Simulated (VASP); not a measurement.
# YGaS (P4_2/mmc) in VASP: notebook, part 2 of 2

VASP 6.6.1. Earlier steps stand in the parts before.

## 3. Single point, PBE

This run uses another cell than the first one, of 22.66 Å³/atom, 1.184 times its volume.

The input, INCAR:

```
PREC = Accurate ; ENCUT = 520
EDIFF = 1E-6 ; ISMEAR = 0
SIGMA = 0.1 ; LREAL = False
LASPH = True ; NELM = 60
ALGO = Normal ; ISIF = 2
LWAVE = False ; LCHARG = False
GGA = PE ; NBANDS = 39
```

The input, KPOINTS:

```
Automatic mesh
0
Gamma
  4 4 4
```

The input, POSCAR:

```
YGaS
1.0
    4.2231778457      0.0000000000      0.0000000000
    0.0000000000      4.2231778457      0.0000000000
    0.0000000000      0.0000000000      7.6229110105
Y Ga S
2 2 2
Direct
    0.5000000000      0.5000000000      0.2500000000
    0.5000000000      0.5000000000      0.7500000000
    0.0000000000      0.0000000000      0.7500000000
    0.0000000000      0.0000000000      0.2500000000
    0.0000000000      0.5000000000      0.0000000000
    0.5000000000      0.0000000000      0.5000000000
```

Potentials or basis: VASP PAW PBE potentials, release 64 (Y_sv, Ga_d, S).

The run is started by

```bash
$ cat potpaw_PBE.64/Y_sv/POTCAR potpaw_PBE.64/Ga_d/POTCAR potpaw_PBE.64/S/POTCAR > POTCAR
$ mpirun -np 1 vasp_std > vasp.out
```

OUTCAR:

```text
PREC = Accurate
   ENCUT = 520
   EDIFF = 1E-6
   ISMEAR = 0
   LREAL = False
   LASPH = True
   NELM = 60
   ISIF = 2
   GGA = PE

 ion  position               nearest neighbor table
   1  0.500  0.500  0.250-   5 2.84   6 2.84   6 2.84   5 2.84   4 2.99   4 2.99   4 2.99   4 2.99
                             2 3.81   2 3.81
   2  0.500  0.500  0.750-   5 2.84   6 2.84   6 2.84   5 2.84   3 2.99   3 2.99   3 2.99   3 2.99
                             1 3.81   1 3.81
   3  0.000  0.000  0.750-   5 2.84   6 2.84   5 2.84   6 2.84   2 2.99   2 2.99   2 2.99   2 2.99

[... 963 lines left out ...]
  Total       -0.0078175     -0.0078175      0.1942191      0.0000000      0.0000000      0.0000000
  in kB       -0.0921248     -0.0921248      2.2887740      0.0000000      0.0000000      0.0000000
  external PRESSURE =       0.7015081 kB  Pullay stress =       0.0000000 kB

 VOLUME and BASIS-vectors are now :
 -----------------------------------------------------------------------------
  energy-cutoff  :      520.00
  volume of cell :      135.96
      direct lattice vectors                 reciprocal lattice vectors
     4.223177846  0.000000000  0.000000000     0.236788512  0.000000000  0.000000000
     0.000000000  4.223177846  0.000000000     0.000000000  0.236788512  0.000000000
     0.000000000  0.000000000  7.622911011     0.000000000  0.000000000  0.131183481

 POSITION                                       TOTAL-FORCE (eV/Angst)
 -----------------------------------------------------------------------------------
      2.11159      2.11159      1.90573        -0.000000      0.000000      0.000000
      2.11159      2.11159      5.71718        -0.000000      0.000000     -0.000000
      0.00000      0.00000      5.71718         0.000000     -0.000000      0.000000
      0.00000      0.00000      1.90573         0.000000      0.000000      0.000000
      0.00000      2.11159      0.00000        -0.000000      0.000000      0.000000
      2.11159      0.00000      3.81146        -0.000000      0.000000      0.000000
 -----------------------------------------------------------------------------------
    total drift:                                0.000000     -0.000000     -0.000000

  FREE ENERGIE OF THE ION-ELECTRON SYSTEM (eV)
  ---------------------------------------------------
  free  energy   TOTEN  =       -31.3783795366 eV

  energy  without entropy=      -31.3521480856  energy(sigma->0) =      -31.36526381
```

OSZICAR:

```text
N       E                     dE             d eps       ncg     rms          rms(c)
DAV:   1     0.545415811425E+03    0.54542E+03   -0.27828E+04  1489   0.201E+03
DAV:   2     0.447973373003E+02   -0.50062E+03   -0.48110E+03  1534   0.558E+02
DAV:   3    -0.260568051788E+02   -0.70854E+02   -0.68822E+02  1774   0.149E+02
DAV:   4    -0.326154792993E+02   -0.65587E+01   -0.64927E+01  2320   0.389E+01
DAV:   5    -0.329052798222E+02   -0.28980E+00   -0.28884E+00  2160   0.712E+00    0.339E+01
DAV:   6    -0.314411568982E+02    0.14641E+01   -0.38470E+00  2036   0.109E+01    0.236E+01
DAV:   7    -0.314400372555E+02    0.11196E-02   -0.22503E+00  2251   0.558E+00    0.493E+00
DAV:   8    -0.313862719857E+02    0.53765E-01   -0.60210E-01  1715   0.284E+00    0.103E+00
DAV:   9    -0.313791546248E+02    0.71174E-02   -0.89949E-02  2011   0.135E+00    0.452E-01
DAV:  10    -0.313783261396E+02    0.82849E-03   -0.83798E-03  1941   0.504E-01    0.939E-02
DAV:  11    -0.313784127480E+02   -0.86608E-04   -0.12973E-03  2077   0.143E-01    0.134E-01
DAV:  12    -0.313783773474E+02    0.35401E-04   -0.31659E-04  1773   0.820E-02    0.428E-02
DAV:  13    -0.313783803343E+02   -0.29869E-05   -0.48341E-05  1834   0.323E-02    0.216E-02
DAV:  14    -0.313783795366E+02    0.79768E-06   -0.34524E-06  1414   0.943E-03
   1 F= -.31378380E+02 E0= -.31365264E+02  d E =-.262315E-01
```

It took 46 s on 1 thread of Intel Xeon 6975P-C (Granite Rapids), shared host; peak memory 0.29 GiB.

Results:

```yaml
Free_energy: -31.3784 eV
Pressure: 0.1 GPa
Band_gap_on_the_k_mesh: zero (band 30 reaches 4.99 eV, above the bottom of band 31 at 4.78 eV)
```

Stress tensor (GPa, compression positive):
```
-0.01  0.00  0.00
 0.00 -0.01  0.00
 0.00  0.00  0.23
```

Caveat: the k points lie up to 0.37 Å⁻¹ apart.

## 4. Relaxation of cell and atoms, PBE

This run uses another cell than the first one, of 22.66 Å³/atom, 1.184 times its volume.

The input, INCAR:

```
SYSTEM = YGaS
PREC     = Accurate       ! precision mode
ENCUT    = 600            ! plane-wave cutoff, eV
EDIFF    = 1E-6           ! SCF threshold, eV
ISMEAR   = 0              ! smearing method
SIGMA    = 0.1            ! smearing width, eV
LREAL    = .False.        ! projectors in reciprocal space
LASPH    = .True.         ! aspherical terms in the spheres
NELM     = 100            ! most SCF steps
ALGO     = Normal         ! electronic algorithm
ISIF     = 3              ! what is computed and relaxed
LWAVE    = .False.        ! write WAVECAR
LCHARG   = .False.        ! write CHGCAR
GGA      = PE             ! functional
IBRION   = 2              ! ionic algorithm
NSW      = 100            ! ionic steps
EDIFFG   = -0.01          ! ionic threshold
```

The input, KPOINTS:

```
Automatic mesh
0
Gamma
  10 10 6
  0 0 0
```

POSCAR is that of step 3.

The run is started by

```bash
$ cat potpaw_PBE.64/Y_sv/POTCAR potpaw_PBE.64/Ga_d/POTCAR potpaw_PBE.64/S/POTCAR > POTCAR
$ mpirun -np 1 vasp_std > vasp.out
```

Run time: 13 min. Hardware: 1 thread of Intel Xeon 6975P-C (Granite Rapids), shared host; peak memory 0.65 GiB.

The run converged. Its results:

```yaml
Free_energy: -31.3992 eV
Relaxed_volume: 22.76 Å³/atom
Relaxed_cell: a = 4.206 Å, b = 4.206 Å, c = 7.720 Å, α = 90.00°, β = 90.00°, γ = 90.00°
Space_group_after_relaxing_to_0.05_Å: P4_2/mmc (No. 131)
Energy_gained_by_relaxing: 0.8 meV/atom
Ionic_steps: 6
Pressure_after_relaxing: 0.0 GPa
Band_gap_on_the_k_mesh: zero (band 30 reaches 5.23 eV, above the bottom of band 31 at 4.55 eV)
```

Step by step:
| step | energy change (eV) | largest force (eV/Å) | pressure (GPa) | volume (Å³) |
| --- | --- | --- | --- | --- |
| 1 | 0.0000 | 0.0000 | 0.14 | 135.96 |
| 2 | -0.0028 | 0.0000 | 0.00 | 136.33 |
| 3 | -0.0044 | 0.0000 | -0.12 | 136.73 |
| 4 | -0.0045 | 0.0000 | -0.15 | 136.89 |
| 5 | -0.0047 | 0.0000 | 0.08 | 136.39 |
| 6 | -0.0047 | 0.0000 | -0.01 | 136.58 |

Final structure:
```xyz
6
Lattice="4.2061 0.0000 0.0000 0.0000 4.2061 0.0000 0.0000 0.0000 7.7200" Properties=species:S:1:pos:R:3 pbc="T T T"
Y     2.1031    2.1031    1.9300
Y     2.1031    2.1031    5.7900
Ga    0.0000    0.0000    5.7900
Ga    0.0000    0.0000    1.9300
S     0.0000    2.1031    7.7200
S     2.1031    0.0000    3.8600
```

Levels at points of the mesh, in eV from the Fermi level:
```tsv
k point	band 26	band 27	band 28	band 29	band 30	band 31	band 32	band 33	band 34	band 35
(0.00, 0.00, 0.00)	-3.63	-3.63	-1.33	-0.57	-0.12	1.28	1.65	1.65	1.87	2.17
(0.50, 0.00, 0.00)	-3.81	-2.78	-2.33	-1.76	-0.72	0.50	0.97	1.72	1.72	2.33
(0.50, 0.50, 0.00)	-4.70	-4.01	-1.25	-1.25	-0.14	1.07	1.07	2.40	2.71	2.71
(0.00, 0.00, 0.50)	-3.65	-2.61	-2.61	-0.59	-0.59	1.59	1.59	1.64	1.64	1.78
(0.50, 0.00, 0.50)	-3.91	-3.78	-1.67	-1.01	-0.28	0.70	0.93	1.13	1.46	1.52
(0.50, 0.50, 0.50)	-4.65	-2.54	-2.54	-0.95	-0.95	0.29	0.29	2.74	2.74	2.95
```

## 5. The runs side by side

```tsv
task	cell	k mesh	cutoff (eV)	gap on the mesh (eV)	pressure (GPa)
single point	a = 4.331, b = 4.331, c = 6.125 Å, 6 atoms	4 × 4 × 4	520	none	13.8
single point	a = 4.223, b = 4.223, c = 7.623 Å, 6 atoms	4 × 4 × 4	520	none	0.1
relaxation of cell and atoms	relaxed from a = 4.223, b = 4.223, c = 7.623 Å, 6 atoms	10 × 10 × 6	600	none	0.0
```

Alike in all rows: level PBE; potentials or basis VASP PAW PBE potentials, release 64 (Y_sv, Ga_d, S); no spin polarisation; smearing gaussian 0.1 eV.

Caveats: some runs use coarse meshes.

Total energies depend on the potentials used, so only differences within one code and one set of settings carry meaning.
